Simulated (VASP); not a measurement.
A run of VASP 6.6.1:

Contents of INCAR:

```
PREC     = Accurate       # precision mode
ENCUT    = 520            # plane-wave cutoff, eV
EDIFF    = 1E-6           # SCF threshold, eV
ISMEAR   = -1             # smearing method
SIGMA    = 0.05           # smearing width, eV
LREAL    = F              # projectors in reciprocal space
LASPH    = T              # aspherical terms in the spheres
NELM     = 100            # most SCF steps
ALGO     = Normal         # electronic algorithm
ISIF     = 2              # what is computed and relaxed
LWAVE    = F              # write WAVECAR
LCHARG   = T              # write CHGCAR
GGA      = PS             # functional
LELF     = T              # ELF
LVHAR    = T            
NBANDS   = 16             # bands
```

The input KPOINTS:

```
regular mesh
0
Gamma
  8 8 8
```

POSCAR

```
CdSe
1.0
    0.0000000000      3.1304878824      3.1304878824
    3.1304878824      0.0000000000      3.1304878824
    3.1304878824      3.1304878824      0.0000000000
Cd Se
1 1
Direct
    0.0000000000      0.0000000000      0.0000000000
    0.2500000000      0.2500000000      0.2500000000
```

Potentials or basis: VASP PAW PBE potentials, release 64 (Cd, Se).

Launch:

```console
$ cat potpaw_PBE.64/Cd/POTCAR potpaw_PBE.64/Se/POTCAR > POTCAR
$ mpirun -np 1 vasp_std > vasp.out
```

Hardware: 1 thread of Intel(R) Xeon(R) 6975P-C (Granite Rapids) (shared host).

Question: Estimate the wall time of this run.

Answer: It took 22 s on 1 thread of Intel(R) Xeon(R) 6975P-C (Granite Rapids), on a shared host, peak memory 0.2 GiB. Counts: scf iterations 12, k points 29.
